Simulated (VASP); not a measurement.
## Al (a cell with a defect): single point with PBE

The system is Al (a cell with a defect).

```
Al
1.0
     8.10000    0.00000    0.00000
     0.00000    8.10000    0.00000
     0.00000    0.00000    8.10000
Al
31
Direct
  0.50076 0.00314 0.00524
  0.74597 0.24863 0.00462
  0.74828 0.00155 0.24969
  0.99891 0.99864 0.99948
  0.24432 0.24407 0.98290
  0.50591 0.50565 0.98027
  0.75096 0.75069 0.99967
  0.25440 0.00710 0.24974
  0.74209 0.49498 0.24965
  0.50077 0.00324 0.49410
  0.74614 0.24867 0.49482
  0.75000 0.99949 0.74969
  0.00339 0.50052 0.00523
  0.24887 0.74573 0.00461
  0.00735 0.25415 0.24974
  0.37710 0.37684 0.24976
  0.49523 0.74183 0.24964
  0.99879 0.99852 0.50003
  0.24411 0.24386 0.51661
  0.50565 0.50540 0.51891
  0.75081 0.75054 0.49959
  0.24863 0.99115 0.74981
  0.50258 0.24610 0.74971
  0.75955 0.50057 0.74955
  0.00180 0.74804 0.24969
  0.00349 0.50053 0.49412
  0.24891 0.74589 0.49483
  0.99141 0.24840 0.74981
  0.24634 0.50233 0.74971
  0.50080 0.75929 0.74955
  0.99976 0.74974 0.74969
```

```
Program             : VASP 6.6.1
Task                : single point
Functional          : PBE
Potentials or basis : VASP PAW PBE potentials, release 64 (Al)
Cutoff              : 520 eV
k mesh              : 3 × 3 × 3
Occupations         : fermi-dirac, width 0.15 eV
Spin                : no spin polarisation
```

The pressure is -0.6 GPa. The largest force is 0.031 eV/Å. The band gap on the k mesh is zero (an odd number of electrons rules out a gap without spin polarisation).

Forces in eV/Å, atoms in the order of the input:
```
Al   0.000  0.001 -0.005
Al   0.006  0.002  0.002
Al  -0.004  0.003 -0.001
Al  -0.005 -0.005  0.002
Al   0.004  0.006  0.000
Al  -0.001 -0.001  0.017
Al   0.005  0.004 -0.002
Al   0.000 -0.008  0.000
Al   0.002 -0.001  0.002
Al   0.002  0.001  0.006
Al   0.002  0.001 -0.001
Al  -0.002 -0.004 -0.003
Al   0.000  0.000 -0.004
Al   0.002  0.005  0.003
Al  -0.007  0.000  0.000
Al  -0.022 -0.022 -0.007
Al  -0.001  0.002  0.001
Al  -0.004 -0.004 -0.005
Al   0.008  0.010  0.002
Al   0.006  0.007 -0.005
Al   0.007  0.006 -0.003
Al   0.000 -0.002 -0.001
Al   0.002 -0.002 -0.001
Al  -0.002  0.003  0.001
Al   0.001 -0.003  0.000
Al   0.002  0.001  0.005
Al   0.001  0.001 -0.002
Al  -0.002  0.001  0.000
Al  -0.002  0.003 -0.001
Al   0.004 -0.001  0.002
Al  -0.003 -0.003 -0.002
```

Stress tensor (GPa, compression positive):
```
-0.99  0.16  0.00
 0.16 -0.99  0.00
 0.00  0.00  0.05
```

Levels at points of the mesh, in eV from the Fermi level:
```csv
k point,band 43,band 44,band 45,band 46,band 47,band 48,band 49,band 50,band 51,band 52
"(0.00, 0.00, 0.00)",-0.35,-0.28,-0.21,0.14,0.40,0.50,0.56,0.58,0.62,1.10
```

It took 16 min on 1 thread of Oxide Virtual Turin-like Processor, on a shared host, peak memory 0.6 GiB.
